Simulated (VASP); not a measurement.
# C (Fmmm) in VASP: further runs

The runs below take C through electric field gradients, single point, with PBEsol.

Everything below comes from runs of VASP 6.6.1. Logs are shortened: lines on timing, memory, paths and dates and some standing lists are left out, and cuts for length are marked.

## (1) The cell of the first run

The structure is orthorhombic, space group Fmmm (No. 69). Conventional cell: a = 2.472 Å, b = 4.282 Å, c = 6.740 Å, α = 90.00°, β = 90.00°, γ = 90.00°. Within 1.9 Å of C (site symmetry m2m) lie 3 C at 1.43 Å.

## (2) Electric field gradients, PBEsol (8.92 Å³/atom)

The input, INCAR:

```
PREC     = Accurate       # precision mode
ENCUT    = 520            # plane-wave cutoff, eV
EDIFF    = 1E-8           # SCF threshold, eV
ISMEAR   = -1             # smearing method
SIGMA    = 0.05           # smearing width, eV
LREAL    = False          # projectors in reciprocal space
LASPH    = True           # aspherical terms in the spheres
NELM     = 80             # most SCF steps
ALGO     = Normal         # electronic algorithm
ISIF     = 2              # what is computed and relaxed
LWAVE    = False          # write WAVECAR
LCHARG   = False          # write CHGCAR
GGA      = PS             # functional
LEFG     = True         
NBANDS   = 11             # bands
```

The input, KPOINTS:

```
regular mesh
0
Gamma
  18 18 18
```

The input, POSCAR:

```
C
1.0
    0.0000000000      2.1410865032      3.3701728316
    1.2361326873      0.0000000000      3.3701728316
    1.2361326873      2.1410865032      0.0000000000
C
2
Direct
    0.1666700000      0.8333300000      0.1666700000
    0.8333300000      0.1666700000      0.8333300000
```

Potentials or basis: VASP PAW PBE potentials, release 64 (C).

Run with:

```console
> cat potpaw_PBE.64/C/POTCAR > POTCAR
> mpirun -np 1 vasp_std > vasp.out
```

OUTCAR:

```text
PREC = Accurate
   ENCUT = 520
   EDIFF = 1E-8
   ISMEAR = -1
   LREAL = False
   LASPH = True
   NELM = 80
   ISIF = 2
   GGA = PS

 ion  position               nearest neighbor table
   1  0.167  0.833  0.167-   2 1.43   2 1.43   2 1.43
   2  0.833  0.167  0.833-   1 1.43   1 1.43   1 1.43

  LATTYP: Found a face centered orthorhombic cell.
 ALAT       =     2.4722653746
 B/A-ratio  =     1.7320846906
 C/A-ratio  =     2.7263843649

  Lattice vectors:

 A1 = (   0.0000000000,   2.1410865032,   3.3701728316)
 A2 = (   1.2361326873,   0.0000000000,   3.3701728316)
 A3 = (   1.2361326873,   2.1410865032,   0.0000000000)

Analysis of symmetry for initial positions (statically):
=====================================================================
 Subroutine PRICEL returns:
 Original cell was already a primitive cell.

 Routine SETGRP: Setting up the symmetry group for a
 face centered orthorhombic supercell.

 Subroutine GETGRP returns: Found  8 space group operations
 (whereof  8 operations were pure point group operations)
 out of a pool of  8 trial point group operations.

The static configuration has the point symmetry D_2h.

Analysis of symmetry for dynamics (positions and initial velocities):
=====================================================================
 Subroutine PRICEL returns:
 Original cell was already a primitive cell.

 Routine SETGRP: Setting up the symmetry group for a
 face centered orthorhombic supercell.

 Subroutine GETGRP returns: Found  8 space group operations
 (whereof  8 operations were pure point group operations)
 out of a pool of  8 trial point group operations.

The dynamic configuration has the point symmetry D_2h.

 Subroutine INISYM returns: Found  8 space group operations
 (whereof  8 operations are pure point group operations),
 and found     1 'primitive' translations

----------------------------------------------------------------------------------------

                                     Primitive cell

  volume of cell :      17.8395

  direct lattice vectors                    reciprocal lattice vectors
     0.000000000  2.141086503  3.370172832    -0.404487322  0.233526296  0.148360344
     1.236132687  0.000000000  3.370172832     0.404487322 -0.233526296  0.148360344
     1.236132687  2.141086503  0.000000000     0.404487322  0.233526296 -0.148360344

  length of vectors
     3.992783031  3.589719897  2.472301647     0.490056442  0.490056442  0.490056442

  position of ions in fractional coordinates (direct lattice)
     0.166670000  0.833330000  0.166670000
     0.833330000  0.166670000  0.833330000

  ion indices of the primitive-cell ions
   primitive index   ion index
                 1           1
                 2           2

----------------------------------------------------------------------------------------

 KPOINTS: regular mesh

Automatic generation of k-mesh.
 Grid dimensions read from file:
 generate k-points for:   18   18   18

 Generating k-lattice:

  Cartesian coordinates                     Fractional coordinates (reciprocal lattice)
    -0.022471518  0.012973683  0.008242241     0.055555556 -0.000000000 -0.000000000
     0.022471518 -0.012973683  0.008242241     0.000000000  0.055555556  0.000000000
     0.022471518  0.012973683 -0.008242241     0.000000000  0.000000000  0.055555556

  Length of vectors
     0.027225358  0.027225358  0.027225358

  Shift w.r.t. Gamma in fractional coordinates (k-lattice)
     0.000000000  0.000000000  0.000000000

 Subroutine IBZKPT returns following result:
 ===========================================

 Found    865 irreducible k-points:

 Following reciprocal coordinates:
            Coordinates               Weight
  0.000000  0.000000  0.000000      1.000000
  0.055556 -0.000000 -0.000000      8.000000
  0.111111 -0.000000 -0.000000      8.000000
  0.166667 -0.000000 -0.000000      8.000000
  0.222222 -0.000000 -0.000000      8.000000
  0.277778 -0.000000 -0.000000      8.000000
[... 16 lines left out ...]
 -0.277778  0.055556  0.000000      8.000000
 -0.222222  0.055556  0.000000      8.000000
 [... further k-points ...]
   k-points           NKPTS =    865   k-points in BZ     NKDIM =    865   number of bands    NBANDS=     11
   number of dos      NEDOS =    301   number of ions     NIONS =      2
   total plane-waves  NPLWV =  15120
   dimension x,y,z NGX =    30 NGY =   28 NGZ =   18
   dimension x,y,z NGXF=    60 NGYF=   56 NGZF=   36
   ions per type =               2
   NGX,Y,Z   is equivalent  to a cutoff of  12.49, 12.97, 12.10 a.u.
   NGXF,Y,Z  is equivalent  to a cutoff of  24.98, 25.93, 24.21 a.u.
 SYSTEM =  unknown system
   PREC   = accura    normal or accurate (medium, high low for compatibility)
   ISTART =      0    job   : 0-new  1-cont  2-samecut
   ICHARG =      2    charge: 1-file 2-atom 10-const
   ISPIN  =      1    spin polarized calculation?
   LNONCOLLINEAR =      F non collinear calculations
   LSORBIT =      F    spin-orbit coupling
   LASPH  =      T    aspherical Exc in radial PAW
   ENCUT  =  520.0 eV  38.22 Ry    6.18 a.u.   7.42  6.67  4.60*2*pi/ulx,y,z
   NELM   =     80;   NELMIN=  2; NELMDL= -5     # of ELM steps
   EDIFF  = 0.1E-07   stopping-criterion for ELM
   LREAL  =      F    real-space projection
   EDIFFG = 0.1E-06   stopping-criterion for IOM
   NSW    =      0    number of steps for IOM
   IBRION =     -1    ionic relax: 0-MD 1-quasi-New 2-CG
   NFREE  =      0    steps in history (QN), initial steepest desc. (CG)
   ISIF   =      2    stress and relaxation
   ISYM   =      2    0-nonsym 1-usesym 2-fastsym
   POTIM  = 0.5000    time-step for ionic-motion
   TEBEG  =    0.0;   TEEND  =   0.0 temperature during run
   PSTRESS=    0.0 pullay stress
   NELECT =       8.0000    total number of electrons
   NUPDOWN=      -1.0000    fix difference up-down
   EMIN   =  10.00;   EMAX   =-10.00  energy-range for DOS
   EFERMI =   0.00;   METHOD = LEGACY
   ISMEAR =    -1;   SIGMA  =   0.05  broadening in eV -4-tet -1-fermi 0-gaus
   EFERMI_NEDOS =   21; number of points for ismear=-14 and -15
   IALGO  =     38    algorithm
   IMIX   =      4    mixing-type and parameters
     AMIX     =   0.40;   BMIX     =  1.00
     AMIX_MAG =   1.60;   BMIX_MAG =  1.00
  volume/ion in A,a.u.               =       8.92        60.19
  Fermi-wavevector in a.u.,A,eV,Ry     =   1.253077  2.367972 21.363886  1.570201
  Thomas-Fermi vector in A             =   2.386947
   LORBIT       =      0    0 simple, 1 ext, 2 COOP (PROOUT), +10 PAW based schemes
   GGA     = PS    functional components
   LHFCALC =     F    Hartree Fock is set to
   AEXX    =    0.0000 exact exchange contribution
   IVDW    =     0    specifies the selected vdW correction
   LEPSILON=     F    determine dielectric tensor
   LRPA    =     F    only Hartree local field effects (RPA)
 non-spin polarized calculation
  energy-cutoff  :      520.00
  volume of cell :       17.84
 maximum number of plane-waves:       499
 NGX is ok and might be reduce to    30
   NGX = 15   NGY = 13   NGZ =  9

 number of electron       8.0000001 magnetization

 Free energy of the ion-electron system (eV)
  ---------------------------------------------------
  ext. energy  EPLUGINS =         0.00000000
  ---------------------------------------------------
  free energy    TOTEN  =       -19.27979504 eV

  energy without entropy =      -19.27957786  energy(sigma->0) =      -19.27968645

 E-fermi :   4.5069     XC(G=0): -10.4964

 val. band max:        4.4703094431   @ k =  -0.2778   0.0556   0.3333
 cond. band min:       4.5484155347   @ k =  -0.2222   0.1111   0.3333
 fundamental gap:      0.0781060917
 Fermi energy:         4.5068579569

 k-point     1 :       0.0000    0.0000    0.0000
  band No.  band energies     occupation
      1     -15.0337      2.00000
      2      -2.0126      2.00000
      3       1.5277      2.00000
      4       1.5524      2.00000
      5       8.5567      0.00000
      6      12.7554      0.00000
      7      12.8273      0.00000
      8      15.8204      0.00000
      9      17.0383      0.00000
     10      26.7281      0.00000
     11      29.7410      0.00000

 k-point     2 :       0.0556   -0.0000   -0.0000
  band No.  band energies     occupation
      1     -14.9581      2.00000
      2      -1.9481      2.00000
      3       1.2514      2.00000
      4       1.3783      2.00000
      5       8.6836      0.00000
      6      12.8403      0.00000
      7      13.0924      0.00000
      8      15.5510      0.00000
      9      17.1748      0.00000
     10      26.9755      0.00000
     11      28.9932      0.00000

 k-point     3 :       0.1111   -0.0000   -0.0000
  band No.  band energies     occupation
      1     -14.7322      2.00000
      2      -1.7538      2.00000
      3       0.4437      2.00000
      4       0.9622      2.00000
      5       9.0622      0.00000
      6      12.8755      0.00000
      7      13.9739      0.00000
      8      14.7882      0.00000
      9      17.6144      0.00000
     10      27.1874      0.00000
     11      27.7190      0.00000
[... 267 lines left out ...]
 k-point    23 :      -0.2778    0.0556    0.0000
  band No.  band energies     occupation
      1     -12.4055      2.00000
      2      -4.9863      2.00000
      3      -1.2052      2.00000
      4       0.5668      2.00000
      5       9.0463      0.00000
      6      11.9841      0.00000
      7      12.4822      0.00000
      8      20.6356      0.00000
      9      20.8937      0.00000
     10      22.1271      0.00000
     11      26.8366      0.00000

 k-point    24 :      -0.2222    0.0556    0.0000
  band No.  band energies     occupation
      1     -13.2012      2.00000
      2      -3.5249      2.00000
      3      -0.7416      2.00000
      4      -0.1520      2.00000
      5      10.5771      0.00000
      6      11.1217      0.00000
      7      12.4197      0.00000
      8      18.7636      0.00000
      9      20.4659      0.00000
     10      22.5074      0.00000
     11      27.5422      0.00000

 [... further k-points ...]

------------------------ aborting loop because EDIFF is reached ----------------------------------------

  FORCE on cell =-STRESS in cart. coord.  units (eV):
  Direction    XX          YY          ZZ          XY          YZ          ZX
  --------------------------------------------------------------------------------------
  -------------------------------------------------------------------------------------
  Total       -0.6220498     -0.6764699      0.1683687      0.0000000      0.0000000      0.0000000
  in kB      -55.8668564    -60.7543801     15.1213488      0.0000000      0.0000000      0.0000000
  external PRESSURE =     -33.8332959 kB  Pullay stress =       0.0000000 kB

 VOLUME and BASIS-vectors are now :
 -----------------------------------------------------------------------------
  energy-cutoff  :      520.00
  volume of cell :       17.84
      direct lattice vectors                 reciprocal lattice vectors
     0.000000000  2.141086503  3.370172832    -0.404487322  0.233526296  0.148360344
     1.236132687  0.000000000  3.370172832     0.404487322 -0.233526296  0.148360344
     1.236132687  2.141086503  0.000000000     0.404487322  0.233526296 -0.148360344

 POSITION                                       TOTAL-FORCE (eV/Angst)
 -----------------------------------------------------------------------------------
      1.23613      0.71371      3.37017         0.000000      0.004000      0.000000
      1.23613      3.56846      3.37017         0.000000     -0.004000      0.000000
 -----------------------------------------------------------------------------------
    total drift:                               -0.000000     -0.000000     -0.000000

  FREE ENERGIE OF THE ION-ELECTRON SYSTEM (eV)
  ---------------------------------------------------
  free  energy   TOTEN  =       -19.2797950383 eV

  energy  without entropy=      -19.2795778646  energy(sigma->0) =      -19.27968645

 Electric field gradients (V/A^2)
---------------------------------------------------------------------
 ion       V_xx      V_yy      V_zz      V_xy      V_xz      V_yz
---------------------------------------------------------------------
   1     -15.396   -15.356    30.752    -0.000     0.001     0.000
   2     -15.396   -15.356    30.752    -0.000     0.001     0.000
---------------------------------------------------------------------

 Electric field gradients after diagonalization (V/A^2)
 (convention: |V_zz| > |V_xx| > |V_yy|)
----------------------------------------------------------------------
 ion       V_xx      V_yy      V_zz     asymmetry (V_yy - V_xx)/ V_zz
----------------------------------------------------------------------
   1     -15.396   -15.356    30.752       0.001
   2     -15.396   -15.356    30.752       0.001
----------------------------------------------------------------------

           NMR quadrupolar parameters

 Cq : quadrupolar parameter    Cq=e*Q*V_zz/h
 eta: asymmetry parameters     (V_yy - V_xx)/ V_zz
 Q  : nuclear electric quadrupole moment in mb (millibarn)
----------------------------------------------------------------------
 ion       Cq(MHz)       eta       Q (mb)
----------------------------------------------------------------------
   1       0.074       0.001       1.000
   2       0.074       0.001       1.000
----------------------------------------------------------------------
```

Wall time 81 s (1 thread of Intel Xeon 6975P-C (Granite Rapids), shared host); peak memory 0.24 GiB.

What came out:

| Quantity | Value |
| --- | --- |
| Free energy | -19.2798 eV |
| Pressure | -3.4 GPa |
| Largest force | 0.004 eV/Å |
| Largest electric field gradient by atom | C +30.8 V/Å² |

Forces in eV/Å, atoms in the order of the input:
```
C    0.000  0.004  0.000
C    0.000 -0.004  0.000
```

Electric field gradients, principal values (V/Å²):
```
atom    least   middle  greatest (by size)
 1 C  -15.356  -15.396              30.752
 2 C  -15.356  -15.396              30.752
```

Caveat: the cell stands under tension; this functional lacks dispersion, which binds the layers, so the pressure and a relaxed spacing across them are unreliable; without QUAD_EFG the Cq values of the log hold for a quadrupole moment of 1 mb, not for the nuclei; the PAW data sets were made with another functional, which shifts forces and pressure a little.

(Continued in part 2 of 3.)
